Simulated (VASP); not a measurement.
## Ca2TaO3: single point with PBE

The system is Ca2TaO3.

```
Ca Ta O
1.0
     4.02029    0.00000    0.00000
    -2.01014    3.48167    0.00000
     0.00000    0.00000    7.32573
Ca Ta O
2 1 3
Direct
  0.00000 0.00000 0.20776
  0.00000 0.00000 0.79224
  0.00000 0.00000 0.50000
  0.00000 0.00000 0.00000
  0.33333 0.66667 0.00000
  0.66667 0.33333 0.00000
```

The cell was generated, and may not be a known phase.

```yaml
Program: VASP 6.6.1
Task: single point
Functional: PBE
Potentials_or_basis: VASP PAW PBE potentials, release 64 (Ca_sv, Ta_sv_GW, O)
Cutoff: 700 eV
k_mesh: 6 × 6 × 4
Occupations: gaussian, width 0.1 eV
Spin: no spin polarisation
Dipole_correction: no
Further_INCAR_settings: ALGO = Normal; EDIFF = 1e-06; NBANDS = 34
```

* Pressure: 38.5 GPa
* Largest force: 10.665 eV/Å
* Band gap on the k mesh: zero (an odd number of electrons rules out a gap without spin polarisation)

Forces on the atoms (eV/Å):
```
Ca    0.000   0.000  10.665
Ca    0.000   0.000 -10.665
Ta    0.000   0.000   0.000
O     0.000   0.000   0.000
O     0.000   0.000   0.000
O     0.000   0.000   0.000
```

Stress tensor (GPa, compression positive):
```
 -6.35   0.00   0.00
  0.00  -6.35   0.00
  0.00   0.00 128.20
```

Levels at points of the mesh, in eV from the Fermi level:
```csv
k point,band 23,band 24,band 25,band 26,band 27,band 28
"(0.00, 0.00, 0.00)",-0.69,-0.06,-0.06,0.47,0.47,0.92
"(0.50, 0.00, 0.00)",-1.28,-1.11,-0.27,-0.24,0.24,0.66
"(0.00, 0.00, 0.50)",-0.69,0.27,0.27,0.44,0.44,1.18
"(0.50, 0.00, 0.50)",-0.95,-0.72,0.07,0.24,0.45,0.50
```

Wall time 4.8 min on 1 thread of AMD EPYC 7R43 64-Core Processor (Zen 3) (shared host), peak memory 0.3 GiB.

Caveat: the stress differs along the axes, from -6 to 128 GPa; spin-orbit coupling is left out, which moves the levels of the heavy elements; an odd number of electrons without spin polarisation forces a metal; a magnetic or distorted state may lie lower.
